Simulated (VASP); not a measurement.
# CaSe (F-43m) in VASP: further runs

CaSe is run at these levels: PBE; tasks: single point.

Program: VASP 6.6.1. These are calculated values, not measurements. Logs are shortened: lines on timing, memory, paths and dates and some standing lists are left out, and cuts for length are marked.

### Step 1. The cell of the first run

Symmetry: F-43m, No. 216, cubic system. Conventional cell: a = 6.600 Å, b = 6.600 Å, c = 6.600 Å, α = 90.00°, β = 90.00°, γ = 90.00°. Ca (site symmetry -43m) has 4 Se at 2.86 Å within 3.8 Å. Within 3.8 Å of Se (site symmetry -43m) lie 4 Ca at 2.86 Å.

### Step 2. Single point, PBE

The input, INCAR:

```
SYSTEM = CaSe
PREC = Accurate
ENCUT = 520
EDIFF = 1E-6
ISMEAR = 0
SIGMA = 0.1
LREAL = .False.
LASPH = .True.
NELM = 60
ALGO = Normal
ISIF = 2
LWAVE = .False.
LCHARG = .False.
GGA = PE
NBANDS = 15
```

The input, KPOINTS:

```
regular mesh
0
Gamma
  4 4 4
  0 0 0
```

The input, POSCAR:

```
CaSe
1.0
    0.0000000000      3.3000000000      3.3000000000
    3.3000000000      0.0000000000      3.3000000000
    3.3000000000      3.3000000000      0.0000000000
Ca Se
1 1
Direct
    0.0000000000      0.0000000000      0.0000000000
    0.7500000000      0.7500000000      0.7500000000
```

Potentials or basis: VASP PAW PBE potentials, release 64 (Ca_sv, Se).

Started as:

```console
> cat potpaw_PBE.64/Ca_sv/POTCAR potpaw_PBE.64/Se/POTCAR > POTCAR
> mpirun -np 1 vasp_std > vasp.out
```

OUTCAR:

```text
SYSTEM = CaSe
   PREC = Accurate
   ENCUT = 520
   EDIFF = 1E-6
   ISMEAR = 0
   LREAL = .False.
   LASPH = .True.
   NELM = 60
   ISIF = 2
   GGA = PE

 ion  position               nearest neighbor table
   1  0.000  0.000  0.000-   2 2.86   2 2.86   2 2.86   2 2.86
   2  0.750  0.750  0.750-   1 2.86   1 2.86   1 2.86   1 2.86

  LATTYP: Found a face centered cubic cell.
 ALAT       =     6.6000000000

  Lattice vectors:

 A1 = (   0.0000000000,   3.3000000000,   3.3000000000)
 A2 = (   3.3000000000,   0.0000000000,   3.3000000000)
 A3 = (   3.3000000000,   3.3000000000,   0.0000000000)

Analysis of symmetry for initial positions (statically):
=====================================================================
 Subroutine PRICEL returns:
 Original cell was already a primitive cell.

 Routine SETGRP: Setting up the symmetry group for a
 face centered cubic supercell.

 Subroutine GETGRP returns: Found 24 space group operations
 (whereof 24 operations were pure point group operations)
 out of a pool of 48 trial point group operations.

The static configuration has the point symmetry T_d .

Analysis of symmetry for dynamics (positions and initial velocities):
=====================================================================
 Subroutine PRICEL returns:
 Original cell was already a primitive cell.

 Routine SETGRP: Setting up the symmetry group for a
 face centered cubic supercell.

 Subroutine GETGRP returns: Found 24 space group operations
 (whereof 24 operations were pure point group operations)
 out of a pool of 48 trial point group operations.

The dynamic configuration has the point symmetry T_d .

 Subroutine INISYM returns: Found 24 space group operations
 (whereof 24 operations are pure point group operations),
 and found     1 'primitive' translations

----------------------------------------------------------------------------------------

                                     Primitive cell

  volume of cell :      71.8740

  direct lattice vectors                    reciprocal lattice vectors
     0.000000000  3.300000000  3.300000000    -0.151515152  0.151515152  0.151515152
     3.300000000  0.000000000  3.300000000     0.151515152 -0.151515152  0.151515152
     3.300000000  3.300000000  0.000000000     0.151515152  0.151515152 -0.151515152

  length of vectors
     4.666904756  4.666904756  4.666904756     0.262431941  0.262431941  0.262431941

  position of ions in fractional coordinates (direct lattice)
     0.000000000  0.000000000  0.000000000
     0.750000000  0.750000000  0.750000000

  ion indices of the primitive-cell ions
   primitive index   ion index
[... 70 lines left out ...]
   EMIN   =  10.00;   EMAX   =-10.00  energy-range for DOS
   EFERMI =   0.00;   METHOD = LEGACY
   ISMEAR =     0;   SIGMA  =   0.10  broadening in eV -4-tet -1-fermi 0-gaus
   EFERMI_NEDOS =   21; number of points for ismear=-14 and -15
   IALGO  =     38    algorithm
   IMIX   =      4    mixing-type and parameters
     AMIX     =   0.40;   BMIX     =  1.00
     AMIX_MAG =   1.60;   BMIX_MAG =  1.00
  volume/ion in A,a.u.               =      35.94       242.51
  Fermi-wavevector in a.u.,A,eV,Ry     =   0.992181  1.874950 13.393889  0.984423
  Thomas-Fermi vector in A             =   2.123975
   LORBIT       =      0    0 simple, 1 ext, 2 COOP (PROOUT), +10 PAW based schemes
   GGA     = PE    functional components
   LHFCALC =     F    Hartree Fock is set to
   AEXX    =    0.0000 exact exchange contribution
   IVDW    =     0    specifies the selected vdW correction
   LEPSILON=     F    determine dielectric tensor
   LRPA    =     F    only Hartree local field effects (RPA)
 non-spin polarized calculation
 Gauss-broadening in eV      SIGMA  =   0.10
  energy-cutoff  :      520.00
  volume of cell :       71.87
 maximum number of plane-waves:      1964
 NGX is ok and might be reduce to    36
   NGX = 17   NGY = 17   NGZ = 17

 number of electron      16.0000001 magnetization

 Free energy of the ion-electron system (eV)
  ---------------------------------------------------
  ext. energy  EPLUGINS =         0.00000000
  ---------------------------------------------------
  free energy    TOTEN  =        -8.96862519 eV

  energy without entropy =       -8.96862519  energy(sigma->0) =       -8.96862519

 E-fermi :   0.1039     XC(G=0):  -7.5506

 val. band max:       -0.3714991158   @ k =  -0.2500   0.2500   0.0000
 cond. band min:       2.7732627032   @ k =   0.0000   0.0000   0.0000
 fundamental gap:      3.1447618190
 Fermi energy:         0.1038687785

 k-point     1 :       0.0000    0.0000    0.0000
  band No.  band energies     occupation
      1     -39.5110      2.00000
      2     -20.5235      2.00000
      3     -20.5235      2.00000
      4     -20.5235      2.00000
      5     -10.6801      2.00000
      6      -0.4624      2.00000
      7      -0.4624      2.00000
      8      -0.4624      2.00000
      9       2.7733      0.00000
     10       4.9608      0.00000
     11       4.9608      0.00000
     12       6.9233      0.00000
     13       6.9233      0.00000
     14       6.9233      0.00000
[... 113 lines left out ...]
      2     -20.5610      2.00000
      3     -20.5410      2.00000
      4     -20.5356      2.00000
      5     -10.3555      2.00000
      6      -1.0668      2.00000
      7      -1.0621      2.00000
      8      -0.4759      2.00000
      9       3.3903      0.00000
     10       4.5749      0.00000
     11       5.4602      0.00000
     12       5.7824      0.00000
     13       6.3568      0.00000
     14       8.2582      0.00000
     15       8.4716      0.00000

------------------------ aborting loop because EDIFF is reached ----------------------------------------

  FORCE on cell =-STRESS in cart. coord.  units (eV):
  Direction    XX          YY          ZZ          XY          YZ          ZX
  --------------------------------------------------------------------------------------
  -------------------------------------------------------------------------------------
  Total       -0.0306466     -0.0306466     -0.0306466      0.0000000      0.0000000      0.0000000
  in kB       -0.6831573     -0.6831573     -0.6831573      0.0000000      0.0000000      0.0000000
  external PRESSURE =      -0.6831573 kB  Pullay stress =       0.0000000 kB

 VOLUME and BASIS-vectors are now :
 -----------------------------------------------------------------------------
  energy-cutoff  :      520.00
  volume of cell :       71.87
      direct lattice vectors                 reciprocal lattice vectors
     0.000000000  3.300000000  3.300000000    -0.151515152  0.151515152  0.151515152
     3.300000000  0.000000000  3.300000000     0.151515152 -0.151515152  0.151515152
     3.300000000  3.300000000  0.000000000     0.151515152  0.151515152 -0.151515152

 POSITION                                       TOTAL-FORCE (eV/Angst)
 -----------------------------------------------------------------------------------
      0.00000      0.00000      0.00000        -0.000000     -0.000000     -0.000000
      4.95000      4.95000      4.95000         0.000000      0.000000      0.000000
 -----------------------------------------------------------------------------------
    total drift:                               -0.000000     -0.000000     -0.000000

  FREE ENERGIE OF THE ION-ELECTRON SYSTEM (eV)
  ---------------------------------------------------
  free  energy   TOTEN  =        -8.9686251873 eV

  energy  without entropy=       -8.9686251873  energy(sigma->0) =       -8.96862519
```

It took 24 s on 1 thread of AMD EPYC 7R13, shared host; peak memory 0.17 GiB.

What came out:

```yaml
Free_energy: -8.9686 eV
Pressure: -0.1 GPa
Band_gap_on_the_k_mesh: 3.14 eV, indirect (least direct gap 3.24 eV)
```

### Step 3. Single point, PBE

This run uses another cell than the first one, of 44.56 Å³/atom, 1.240 times its volume.

The input, INCAR:

```
ALGO     = Normal         # electronic algorithm
EDIFF    = 1E-6           # SCF threshold, eV
ENCUT    = 520            # plane-wave cutoff, eV
GGA      = PE             # functional
ISIF     = 2              # what is computed and relaxed
ISMEAR   = 0              # smearing method
LASPH    = T              # aspherical terms in the spheres
LCHARG   = F              # write CHGCAR
LREAL    = F              # projectors in reciprocal space
LWAVE    = F              # write WAVECAR
NBANDS   = 15             # bands
NELM     = 60             # most SCF steps
PREC     = Accurate       # precision mode
SIGMA    = 0.1            # smearing width, eV
```

The input, KPOINTS:

```
k-points
0
Gamma
  4 4 4
```

The input, POSCAR:

```
CaSe
1.0
    0.0000000000      3.5453123343      3.5453123343
    3.5453123343      0.0000000000      3.5453123343
    3.5453123343      3.5453123343      0.0000000000
Ca Se
1 1
Direct
    0.0000000000      0.0000000000      0.0000000000
    0.7500000000      0.7500000000      0.7500000000
```

Potentials or basis: VASP PAW PBE potentials, release 64 (Ca_sv, Se).

Started as:

```console
> cat potpaw_PBE.64/Ca_sv/POTCAR potpaw_PBE.64/Se/POTCAR > POTCAR
> mpirun -np 1 vasp_std > vasp.out
```

OUTCAR:

```text
EDIFF = 1E-6
   ENCUT = 520
   GGA = PE
   ISIF = 2
   ISMEAR = 0
   LASPH = T
   LREAL = F
   NELM = 60
   PREC = Accurate

 ion  position               nearest neighbor table
   1  0.000  0.000  0.000-
   2  0.750  0.750  0.750-

  LATTYP: Found a face centered cubic cell.
 ALAT       =     7.0906246686

  Lattice vectors:

 A1 = (   0.0000000000,   3.5453123343,   3.5453123343)
 A2 = (   3.5453123343,   0.0000000000,   3.5453123343)
 A3 = (   3.5453123343,   3.5453123343,   0.0000000000)

Analysis of symmetry for initial positions (statically):
=====================================================================
 Subroutine PRICEL returns:
 Original cell was already a primitive cell.

 Routine SETGRP: Setting up the symmetry group for a
 face centered cubic supercell.

 Subroutine GETGRP returns: Found 24 space group operations
 (whereof 24 operations were pure point group operations)
 out of a pool of 48 trial point group operations.

The static configuration has the point symmetry T_d .

[... 155 lines left out ...]
      3     -22.1384      2.00000
      4     -22.1384      2.00000
      5     -11.2054      2.00000
      6      -1.1197      2.00000
      7      -1.1197      2.00000
      8      -1.1197      2.00000
      9       1.4405      0.00000
     10       3.6636      0.00000
     11       3.6636      0.00000
     12       5.0399      0.00000
     13       5.0399      0.00000
     14       5.0399      0.00000
[... 113 lines left out ...]
      2     -22.1498      2.00000
      3     -22.1443      2.00000
      4     -22.1424      2.00000
      5     -11.0362      2.00000
      6      -1.6996      2.00000
      7      -1.5987      2.00000
      8      -1.2077      2.00000
      9       2.5141      0.00000
     10       3.3650      0.00000
     11       3.9841      0.00000
     12       4.2294      0.00000
     13       4.6171      0.00000
     14       6.1565      0.00000
     15       6.2242      0.00000

------------------------ aborting loop because EDIFF is reached ----------------------------------------

  FORCE on cell =-STRESS in cart. coord.  units (eV):
  Direction    XX          YY          ZZ          XY          YZ          ZX
  --------------------------------------------------------------------------------------
  -------------------------------------------------------------------------------------
  Total       -2.5426506     -2.5426506     -2.5426506      0.0000000      0.0000000      0.0000000
  in kB      -45.7092156    -45.7092156    -45.7092156      0.0000000      0.0000000      0.0000000
  external PRESSURE =     -45.7092156 kB  Pullay stress =       0.0000000 kB

 VOLUME and BASIS-vectors are now :
 -----------------------------------------------------------------------------
  energy-cutoff  :      520.00
  volume of cell :       89.12
      direct lattice vectors                 reciprocal lattice vectors
     0.000000000  3.545312334  3.545312334    -0.141031298  0.141031298  0.141031298
     3.545312334  0.000000000  3.545312334     0.141031298 -0.141031298  0.141031298
     3.545312334  3.545312334  0.000000000     0.141031298  0.141031298 -0.141031298

 POSITION                                       TOTAL-FORCE (eV/Angst)
 -----------------------------------------------------------------------------------
      0.00000      0.00000      0.00000        -0.000000     -0.000000      0.000000
      5.31797      5.31797      5.31797         0.000000      0.000000     -0.000000
 -----------------------------------------------------------------------------------
    total drift:                               -0.000000     -0.000000     -0.000000

  FREE ENERGIE OF THE ION-ELECTRON SYSTEM (eV)
  ---------------------------------------------------
  free  energy   TOTEN  =        -8.6730514245 eV

  energy  without entropy=       -8.6730514245  energy(sigma->0) =       -8.67305142
```

OSZICAR:

```text
N       E                     dE             d eps       ncg     rms          rms(c)
DAV:   1     0.108580546252E+03    0.10858E+03   -0.68239E+03   240   0.914E+02
DAV:   2    -0.288868734622E+01   -0.11147E+03   -0.10653E+03   296   0.222E+02
DAV:   3    -0.876782691772E+01   -0.58791E+01   -0.58306E+01   338   0.486E+01
DAV:   4    -0.915918513895E+01   -0.39136E+00   -0.39096E+00   368   0.103E+01
DAV:   5    -0.916248289474E+01   -0.32978E-02   -0.32976E-02   324   0.118E+00    0.460E+00
DAV:   6    -0.867872941846E+01    0.48375E+00   -0.76362E-01   296   0.349E+00    0.250E+00
DAV:   7    -0.865299050258E+01    0.25739E-01   -0.23781E-01   310   0.227E+00    0.108E+00
DAV:   8    -0.867155351249E+01   -0.18563E-01   -0.42911E-02   285   0.137E+00    0.278E-01
DAV:   9    -0.867089900493E+01    0.65451E-03   -0.35298E-03   317   0.371E-01    0.164E-01
DAV:  10    -0.867280324636E+01   -0.19042E-02   -0.21701E-03   261   0.232E-01    0.329E-02
DAV:  11    -0.867302014220E+01   -0.21690E-03   -0.32808E-04   296   0.964E-02    0.149E-02
DAV:  12    -0.867305133156E+01   -0.31189E-04   -0.52699E-05   282   0.437E-02    0.938E-03
DAV:  13    -0.867305142450E+01   -0.92936E-07   -0.74879E-06   310   0.153E-02
   1 F= -.86730514E+01 E0= -.86730514E+01  d E =-.146826E-12
```

It took 28 s on 1 thread of AMD EPYC 7R13, shared host; peak memory 0.2 GiB.

Results:

| Quantity | Value |
| --- | --- |
| Free energy | -8.6731 eV |
| Pressure | -4.6 GPa |
| Band gap on the k mesh | 2.53 eV, indirect (least direct gap 2.56 eV) |

Levels at points of the mesh, in eV from the valence-band top:
| k point | band 6 | band 7 | band 8 | band 9 | band 10 | band 11 |
| --- | --- | --- | --- | --- | --- | --- |
| (0.00, 0.00, 0.00) | -0.03 | -0.03 | -0.03 | 2.53 | 4.75 | 4.75 |
| (0.50, 0.00, 0.00) | -0.98 | -0.01 | -0.01 | 4.49 | 4.83 | 4.83 |
| (0.50, 0.50, 0.00) | -0.97 | -0.08 | -0.08 | 3.44 | 4.41 | 5.24 |
